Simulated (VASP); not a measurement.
A run of VASP 6.6.1:

The input INCAR:

```
ALGO = Normal ; EDIFF = 1E-6
ENCUT = 520 ; GGA = PE
ISIF = 2 ; ISMEAR = -1
LASPH = True ; LCHARG = False
LREAL = False ; LWAVE = False
NBANDS = 35 ; NELM = 60
PREC = Accurate ; SIGMA = 0.02
```

The input KPOINTS:

```
k-points
0
Gamma
  12 12 2
```

The input POSCAR:

```
MoS2
1.0
    3.1412897300      0.0000000000      0.0000000000
   -1.5706448650      2.7204367068      0.0000000000
    0.0000000000      0.0000000000     12.3115369996
Mo S
2 4
Direct
    0.3333333333      0.6666666667      0.2500000000
    0.6666666667      0.3333333333      0.7500000000
    0.6666666667      0.3333333333      0.3770595918
    0.6666666667      0.3333333333      0.1229404082
    0.3333333333      0.6666666667      0.8770595918
    0.3333333333      0.6666666667      0.6229404082
```

Potentials or basis: VASP PAW PBE potentials, release 64 (Mo_sv, S).

Run with:

```console
$ cat potpaw_PBE.64/Mo_sv/POTCAR potpaw_PBE.64/S/POTCAR > POTCAR
$ mpirun -np 1 vasp_std > vasp.out
```

Hardware: 1 thread of Intel(R) Xeon(R) 6975P-C (Granite Rapids), on a shared host.

Problem. Estimate the wall time of this run.

Solution. Wall time 67 s on 1 thread of Intel(R) Xeon(R) 6975P-C (Granite Rapids), with other jobs on the host, peak memory 0.27 GiB. Counts: scf iterations 15, k points 38.
